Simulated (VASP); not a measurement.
Here is a VASP 6.6.1 calculation.

INCAR

```
SYSTEM = BN
PREC = Accurate
ENCUT = 700
EDIFF = 1E-6
ISMEAR = -1
SIGMA = 0.01
LREAL = Auto
LASPH = .True.
NELM = 120
ALGO = Normal
ISIF = 2
LWAVE = .False.
LCHARG = .False.
GGA = PE
NBANDS = 96
GGA_COMPAT = .False.
ISYM = -1
```

The input KPOINTS:

```
explicit points
4
Reciprocal
  0.25000000   0.25000000   0.25000000 2
  0.25000000   0.25000000   0.75000000 2
  0.25000000   0.75000000   0.25000000 2
  0.25000000   0.75000000   0.75000000 2
```

File POSCAR:

```
BN
1.0
    7.4650312800      0.0000000000      0.0000000000
   -3.7325156400      6.4649067300      0.0000000000
    0.0000000000      0.0000000000      6.4954828800
B N
18 18
Direct
    0.1111968454      0.2221364880      0.2500000000
    0.2221364880      0.1111968454      0.7500000000
    0.1111968454      0.5554698213      0.2500000000
    0.2221364880      0.4445301787      0.7500000000
    0.1111968454      0.8888031546      0.2500000000
    0.2221364880      0.7778635120      0.7500000000
    0.4445301787      0.2221364880      0.2500000000
    0.5554698213      0.1111968454      0.7500000000
    0.4445301787      0.5554698213      0.2500000000
    0.5554698213      0.4445301787      0.7500000000
    0.4445301787      0.8888031546      0.2500000000
    0.5554698213      0.7778635120      0.7500000000
    0.7778635120      0.2221364880      0.2500000000
    0.8888031546      0.1111968454      0.7500000000
    0.7778635120      0.5554698213      0.2500000000
    0.8888031546      0.4445301787      0.7500000000
    0.7778635120      0.8888031546      0.2500000000
    0.8888031546      0.7778635120      0.7500000000
    0.1114069264      0.2219264070      0.7500000000
    0.2219264070      0.1114069264      0.2500000000
    0.1114069264      0.5552597403      0.7500000000
    0.2219264070      0.4447402597      0.2500000000
    0.1114069264      0.8885930736      0.7500000000
    0.2219264070      0.7780735930      0.2500000000
    0.4447402597      0.2219264070      0.7500000000
    0.5552597403      0.1114069264      0.2500000000
    0.4447402597      0.5552597403      0.7500000000
    0.5552597403      0.4447402597      0.2500000000
    0.4447402597      0.8885930736      0.7500000000
    0.5552597403      0.7780735930      0.2500000000
    0.7780735930      0.2219264070      0.7500000000
    0.8885930736      0.1114069264      0.2500000000
    0.7780735930      0.5552597403      0.7500000000
    0.8885930736      0.4447402597      0.2500000000
    0.7780735930      0.8885930736      0.7500000000
    0.8885930736      0.7780735930      0.2500000000
```

Potentials or basis: VASP PAW PBE potentials, release 64 (B, N).

Launch:

```console
$ cat potpaw_PBE.64/B/POTCAR potpaw_PBE.64/N/POTCAR > POTCAR
$ mpirun -np 1 vasp_std > vasp.out
```

Problem. Predict the pressure.

Solution. 8.5 GPa.

Problem. Estimate the largest force.

Solution. 0.226 eV/Å.

Problem. What does it give for the band gap on the k mesh?

Solution. 4.62 eV.

Forces on the atoms (eV/Å):
```
B   -0.195  0.110  0.000
B    0.193 -0.114  0.000
B   -0.195  0.112  0.000
B    0.194 -0.113  0.000
B   -0.196  0.113  0.000
B    0.193 -0.111  0.000
B   -0.195  0.111  0.000
B    0.194 -0.113  0.000
B   -0.194  0.112  0.000
B    0.194 -0.112  0.000
B   -0.194  0.113  0.000
B    0.195 -0.111  0.000
B   -0.193  0.111  0.000
B    0.196 -0.113  0.000
B   -0.194  0.113  0.000
B    0.195 -0.112  0.000
B   -0.193  0.114  0.000
B    0.195 -0.110  0.000
N   -0.195  0.108  0.000
N    0.191 -0.114  0.000
N   -0.196  0.111  0.000
N    0.193 -0.112  0.000
N   -0.196  0.113  0.000
N    0.194 -0.112  0.000
N   -0.194  0.111  0.000
N    0.194 -0.114  0.000
N   -0.193  0.111  0.000
N    0.193 -0.111  0.000
N   -0.194  0.114  0.000
N    0.194 -0.111  0.000
N   -0.194  0.112  0.000
N    0.196 -0.113  0.000
N   -0.193  0.112  0.000
N    0.196 -0.111  0.000
N   -0.191  0.114  0.000
N    0.195 -0.108  0.000
```

Caveat: the stress differs along the axes, from 4 to 11 GPa; a shifted mesh leaves out Γ, where band edges can lie; this functional lacks dispersion, which binds layers or chains, so the pressure and a relaxed spacing across them are unreliable. A k mesh can miss the band edges.
